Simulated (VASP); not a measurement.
Runs of VASP 6.6.1 on I. The structure is that of space group Fd-3m (No. 227), or close to it. The cells are those of the table. 

```csv
task,cell,gap on the mesh (eV),pressure (GPa)
single point,"a = 4.664 Å, angles 60.0°, 2 atoms",none,(a)
relaxation of cell and atoms,"relaxed to 5 GPa from a = 4.943 Å, angles 60.0°, 2 atoms",none,5.0
single point,"a = 4.909 Å, angles 60.0°, 2 atoms",none,9.9
relaxation of cell and atoms,"relaxed to 20 GPa from a = 4.943 Å, angles 60.0°, 2 atoms",none,20.1
relaxation of cell and atoms,"relaxed from a = 4.943 Å, angles 60.0°, 2 atoms",none,-0.1
single point,"a = 5.544 Å, angles 60.0°, 2 atoms",none,0.0
single point,"a = 5.111 Å, angles 60.0°, 2 atoms",none,5.0
relaxation of cell and atoms,"relaxed to 10 GPa from a = 4.943 Å, angles 60.0°, 2 atoms",none,10.0
```

Alike in all rows: level PBE; potentials or basis VASP PAW PBE potentials, release 64 (I); no spin polarisation; k mesh 6 × 6 × 6; cutoff (eV) 500; smearing fermi-dirac 0.02 eV.

Task: Estimate the missing entries.

Result: (a) 19.9.

Caveats: spin-orbit coupling is left out, which moves the levels of the heavy elements; the cell stands under pressure (at least some runs); the cell is relaxed towards a set pressure, so the run minimises the enthalpy, not the energy (at least some runs).

A k mesh can miss the band edges, and the runs leave out spin-orbit coupling on I.

A gap of «none» marks levels without a gap at the run's occupations.
